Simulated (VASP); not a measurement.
# CdHg2O3 (C2) in VASP: single point with PBE

Aim: the single point of CdHg2O3 with PBE.

Program: VASP 6.6.1. These are calculated values, not measurements. Logs are shortened: lines on timing, memory, paths and dates and some standing lists are left out, and cuts for length are marked.

### 1 The cell of the first run

The structure is monoclinic, space group C2 (No. 5). The conventional cell has a = 6.176 Å, b = 3.587 Å, c = 9.336 Å, α = 90.00°, β = 102.02°, γ = 90.00°. Within 3.1 Å of Cd (site symmetry 2) lie 6 O at 2.32 to 2.45 Å. Within 2.7 Å of Hg (site symmetry 1) lie 2 O at 2.02 to 2.03 Å. O (site symmetry 1) has 1 Hg at 2.02 Å and 3 Cd at 2.32 to 2.45 Å within 2.7 Å. Within 2.7 Å of O (site symmetry 2) lie 2 Hg at 2.03 Å.

### 2 Single point, PBE

File INCAR:

```
SYSTEM = CdHg2O3
ALGO = Normal
EDIFF = 1E-7
ENCUT = 520
GGA = PE
ISIF = 2
ISMEAR = 0
LASPH = .TRUE.
LCHARG = .FALSE.
LREAL = .FALSE.
LWAVE = .FALSE.
NBANDS = 36
NELM = 100
PREC = Accurate
SIGMA = 0.02
```

File KPOINTS:

```
k-points
0
G
  10 10 4
  0 0 0
```

File POSCAR:

```
CdHg2O3
1.0
    3.0880853000     -1.7936489000      0.0000000000
    3.0880853000      1.7936489000      0.0000000000
   -1.9444395000      0.0000000000      9.1309640000
Cd Hg O
1 2 3
Direct
    0.1812460000      0.8187540000      0.0000000000
    0.7827980000      0.9234460000      0.3228190000
    0.0765540000      0.2172020000      0.6771810000
    0.4489320000      0.1169310000      0.8713000000
    0.8830690000      0.5510680000      0.1287000000
    0.6274010000      0.3725990000      0.5000000000
```

Potentials or basis: VASP PAW PBE potentials, release 64 (Cd, Hg, O).

The run is started by

```sh
> cat potpaw_PBE.64/Cd/POTCAR potpaw_PBE.64/Hg/POTCAR potpaw_PBE.64/O/POTCAR > POTCAR
> mpirun -np 1 vasp_std > vasp.out
```

OUTCAR:

```text
SYSTEM = CdHg2O3
   EDIFF = 1E-7
   ENCUT = 520
   GGA = PE
   ISIF = 2
   ISMEAR = 0
   LASPH = .TRUE.
   LREAL = .FALSE.
   NELM = 100
   PREC = Accurate

 ion  position               nearest neighbor table
   1  0.181  0.819  0.000-   4 2.32   5 2.32   5 2.37   4 2.37   5 2.45   4 2.45   2 3.44   3 3.44
                             2 3.45   3 3.45
   2  0.783  0.923  0.323-   5 2.02   6 2.03   3 3.43   1 3.44   1 3.45
   3  0.077  0.217  0.677-   4 2.02   6 2.03   2 3.43   1 3.44   1 3.45
   4  0.449  0.117  0.871-   3 2.02   1 2.32   1 2.37   1 2.45
   5  0.883  0.551  0.129-   2 2.02   1 2.32   1 2.37   1 2.45
   6  0.627  0.373  0.500-   2 2.03   3 2.03

  LATTYP: Found a base centered monoclinic cell.
 ALAT       =     6.1761706000
 B/A-ratio  =     0.5808288068
 C/A-ratio  =     1.5115681705
 COS(beta)  =    -0.2082799251

  Lattice vectors:

 A1 = (   3.0880853000,  -1.7936489000,   0.0000000000)
 A2 = (   3.0880853000,   1.7936489000,   0.0000000000)
 A3 = (  -1.9444395000,   0.0000000000,   9.1309640000)

Analysis of symmetry for initial positions (statically):
=====================================================================
 Subroutine PRICEL returns:
 Original cell was already a primitive cell.

 Routine SETGRP: Setting up the symmetry group for a
 base centered monoclinic supercell.

 Subroutine GETGRP returns: Found  2 space group operations
 (whereof  2 operations were pure point group operations)
 out of a pool of  4 trial point group operations.

The static configuration has the point symmetry C_2 .

Analysis of symmetry for dynamics (positions and initial velocities):
=====================================================================
 Subroutine PRICEL returns:
 Original cell was already a primitive cell.

 Routine SETGRP: Setting up the symmetry group for a
 base centered monoclinic supercell.

 Subroutine GETGRP returns: Found  2 space group operations
 (whereof  2 operations were pure point group operations)
 out of a pool of  4 trial point group operations.

The dynamic configuration has the point symmetry C_2 .

 Subroutine INISYM returns: Found  2 space group operations
 (whereof  2 operations are pure point group operations),
 and found     1 'primitive' translations

----------------------------------------------------------------------------------------

[... 101 lines left out ...]
   LREAL  =      F    real-space projection
   EDIFFG = 0.1E-05   stopping-criterion for IOM
   NSW    =      0    number of steps for IOM
   IBRION =     -1    ionic relax: 0-MD 1-quasi-New 2-CG
   NFREE  =      0    steps in history (QN), initial steepest desc. (CG)
   ISIF   =      2    stress and relaxation
   ISYM   =      2    0-nonsym 1-usesym 2-fastsym
   POTIM  = 0.5000    time-step for ionic-motion
   TEBEG  =    0.0;   TEEND  =   0.0 temperature during run
   PSTRESS=    0.0 pullay stress
   NELECT =      54.0000    total number of electrons
   NUPDOWN=      -1.0000    fix difference up-down
   EMIN   =  10.00;   EMAX   =-10.00  energy-range for DOS
   EFERMI =   0.00;   METHOD = LEGACY
   ISMEAR =     0;   SIGMA  =   0.02  broadening in eV -4-tet -1-fermi 0-gaus
   EFERMI_NEDOS =   21; number of points for ismear=-14 and -15
   IALGO  =     38    algorithm
   IMIX   =      4    mixing-type and parameters
     AMIX     =   0.40;   BMIX     =  1.00
     AMIX_MAG =   1.60;   BMIX_MAG =  1.00
  volume/ion in A,a.u.               =      16.86       113.77
  Fermi-wavevector in a.u.,A,eV,Ry     =   1.328052  2.509654 23.996884  1.763721
  Thomas-Fermi vector in A             =   2.457318
   LORBIT       =      0    0 simple, 1 ext, 2 COOP (PROOUT), +10 PAW based schemes
   GGA     = PE    functional components
   LHFCALC =     F    Hartree Fock is set to
   AEXX    =    0.0000 exact exchange contribution
   IVDW    =     0    specifies the selected vdW correction
   LEPSILON=     F    determine dielectric tensor
   LRPA    =     F    only Hartree local field effects (RPA)
 non-spin polarized calculation
 Gauss-broadening in eV      SIGMA  =   0.02
  energy-cutoff  :      520.00
  volume of cell :      101.15
 maximum number of plane-waves:      2759
   NGX = 13   NGY = 13   NGZ = 35

 number of electron      54.0000005 magnetization

 Free energy of the ion-electron system (eV)
  ---------------------------------------------------
  ext. energy  EPLUGINS =         0.00000000
  ---------------------------------------------------
  free energy    TOTEN  =       -19.11945296 eV

  energy without entropy =      -19.11945296  energy(sigma->0) =      -19.11945296

 E-fermi :   0.8750     XC(G=0): -10.3057

 val. band max:        0.7210413666   @ k =   0.0000   0.0000   0.5000
 cond. band min:       1.5721404863   @ k =   0.0000   0.0000   0.0000
 fundamental gap:      0.8510991197
 Fermi energy:         0.8749542187

 k-point     1 :       0.0000    0.0000    0.0000
  band No.  band energies     occupation
      1     -16.8417      2.00000
      2     -16.1661      2.00000
      3     -15.9326      2.00000
      4      -6.4413      2.00000
      5      -6.2681      2.00000
      6      -5.9866      2.00000
[... 925 lines left out ...]
     35      10.5527      0.00000
     36      10.9364      0.00000

 [... further k-points ...]

------------------------ aborting loop because EDIFF is reached ----------------------------------------

  FORCE on cell =-STRESS in cart. coord.  units (eV):
  Direction    XX          YY          ZZ          XY          YZ          ZX
  --------------------------------------------------------------------------------------
  -------------------------------------------------------------------------------------
  Total        0.3964745      0.6736079      1.7726501      0.0000000      0.0000000      0.4256358
  in kB        6.2798974     10.6695084     28.0776168      0.0000000      0.0000000      6.7417918
  external PRESSURE =      15.0090075 kB  Pullay stress =       0.0000000 kB

 VOLUME and BASIS-vectors are now :
 -----------------------------------------------------------------------------
  energy-cutoff  :      520.00
  volume of cell :      101.15
      direct lattice vectors                 reciprocal lattice vectors
     3.088085300 -1.793648900  0.000000000     0.161912626 -0.278761356  0.034479306
     3.088085300  1.793648900  0.000000000     0.161912626  0.278761356  0.034479306
    -1.944439500  0.000000000  9.130964000     0.000000000  0.000000000  0.109517462

 POSITION                                       TOTAL-FORCE (eV/Angst)
 -----------------------------------------------------------------------------------
      3.08809      1.14347      0.00000        -0.000000      0.021124      0.000000
      4.64132      0.25227      2.94765        -0.018785     -0.027227      0.038977
     -0.40959      0.25227      6.18332         0.018785     -0.027227     -0.038977
      0.05324     -0.59549      7.95581         0.077089     -0.128468      0.200071
      4.17849     -0.59549      1.17516        -0.077089     -0.128468     -0.200071
      2.11587     -0.45703      4.56548         0.000000      0.290267      0.000000
 -----------------------------------------------------------------------------------
    total drift:                               -0.000000      0.000403      0.000000

  FREE ENERGIE OF THE ION-ELECTRON SYSTEM (eV)
  ---------------------------------------------------
  free  energy   TOTEN  =       -19.1194529649 eV

  energy  without entropy=      -19.1194529649  energy(sigma->0) =      -19.11945296
```

OSZICAR:

```text
N       E                     dE             d eps       ncg     rms          rms(c)
DAV:   1     0.463027045313E+03    0.46303E+03   -0.27967E+04  8424   0.147E+03
DAV:   2     0.573152755272E+01   -0.45730E+03   -0.43684E+03  9000   0.392E+02
DAV:   3    -0.249183467562E+02   -0.30650E+02   -0.30337E+02  9636   0.106E+02
DAV:   4    -0.252224908401E+02   -0.30414E+00   -0.30374E+00  9024   0.109E+01
DAV:   5    -0.252238936477E+02   -0.14028E-02   -0.14027E-02  9128   0.711E-01    0.225E+01
DAV:   6    -0.191836505994E+02    0.60402E+01   -0.21239E+01 12164   0.572E+01    0.154E+01
DAV:   7    -0.192289316769E+02   -0.45281E-01   -0.42388E+00  8472   0.142E+01    0.888E+00
DAV:   8    -0.191833604431E+02    0.45571E-01   -0.10183E+00  9004   0.711E+00    0.231E+00
DAV:   9    -0.191188674738E+02    0.64493E-01   -0.19968E-01 10552   0.352E+00    0.513E-01
DAV:  10    -0.191193179016E+02   -0.45043E-03   -0.31756E-02  8552   0.127E+00    0.233E-01
DAV:  11    -0.191193409110E+02   -0.23009E-04   -0.26147E-03  9208   0.323E-01    0.128E-01
DAV:  12    -0.191194364595E+02   -0.95549E-04   -0.36244E-04  9132   0.128E-01    0.564E-02
DAV:  13    -0.191194499829E+02   -0.13523E-04   -0.74222E-05  9424   0.743E-02    0.169E-02
DAV:  14    -0.191194520183E+02   -0.20353E-05   -0.20959E-05  8672   0.291E-02    0.789E-03
DAV:  15    -0.191194528356E+02   -0.81730E-06   -0.24128E-06  9136   0.115E-02    0.172E-03
DAV:  16    -0.191194530000E+02   -0.16440E-06   -0.35376E-07  7840   0.391E-03    0.829E-04
DAV:  17    -0.191194529649E+02    0.35043E-07   -0.28193E-08  4388   0.143E-03
   1 F= -.19119453E+02 E0= -.19119453E+02  d E =-.537291E-30
```

stdout:

```text
POSCAR found type information on POSCAR CdHgO
 POSCAR found :  3 types and       6 ions
 scaLAPACK will be used
 LDA part: xc-table for (Slater+PW92), standard interpolation
 POSCAR, INCAR and KPOINTS ok, starting setup
 FFT: planning ... GRIDC
 FFT: planning ... GRID_SOFT
 FFT: planning ... GRID
 WAVECAR not read
 entering main loop
```

Run time: 9.5 min. Hardware: 1 thread of Intel Xeon Platinum 8259CL at 2.50GHz (Skylake/Cascade Lake), shared host; peak memory 0.5 GiB.

Results:

```
Free energy            : -19.1195 eV
Pressure               : 1.5 GPa
Largest force          : 0.290 eV/Å
Band gap on the k mesh : 0.85 eV (least direct gap 1.01 eV)
```

Forces in eV/Å, atoms in the order of the input:
```
Cd   0.000  0.021  0.000
Hg  -0.019 -0.027  0.039
Hg   0.019 -0.027 -0.039
O    0.077 -0.128  0.200
O   -0.077 -0.128 -0.200
O    0.000  0.290  0.000
```

Caveat: spin-orbit coupling is left out, which moves the levels of the heavy elements.
